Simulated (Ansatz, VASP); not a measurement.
Two plane-wave programs on Cd2CuO3

```
Cd Cu O
1.0
    -1.61740    1.90934    6.12322
     1.61740   -1.90934    6.12322
     1.61740    1.90934   -6.12322
Cd Cu O
2 1 3
Direct
  0.65240 0.65240 0.00000
  0.34760 0.34760 0.00000
  0.00000 0.00000 0.00000
  0.16004 0.16004 0.00000
  0.83996 0.83996 0.00000
  0.50000 0.00000 0.50000
```

Alike in both runs: functional PBE; k mesh 5 × 5 × 5; occupations gaussian, width 0.15 eV; collinear spin.

Ansatz relaxed the structure, and its values are those at the end. VASP's run is a single point on that final structure, the one shown.

|  | VASP | Ansatz |
| --- | --- | --- |
| version | VASP 6.6.1 | Ansatz 0.2.0 |
| potentials or method | VASP PAW PBE potentials, release 64 (Cd, Cu, O), cutoff 520 eV | scalar-relativistic, plane waves, PAW |
| valence electrons in the cell | 53 | 77 |

```csv
,VASP,Ansatz,Ansatz less VASP
gap on the k mesh at the Fermi level (eV),none,none,-
pressure (GPa),0.5,-0.4,-0.98
rms of the force components (eV/Å),0.009,0.005,-0.0032
net moment per atom (μB),0.00,0.00,0.000
```

A gap of «none» marks a metal or a gap that the smearing closes. The functional is the same, so the differences come from potentials, cutoffs and numerics. VASP's potentials hold 53 valence electrons a cell and Ansatz's 77, so a difference there can come from the potentials and not from the codes. Ansatz's warnings: seeded moment not kept.

The k mesh is coarse, so the values compare programs but aren't converged.
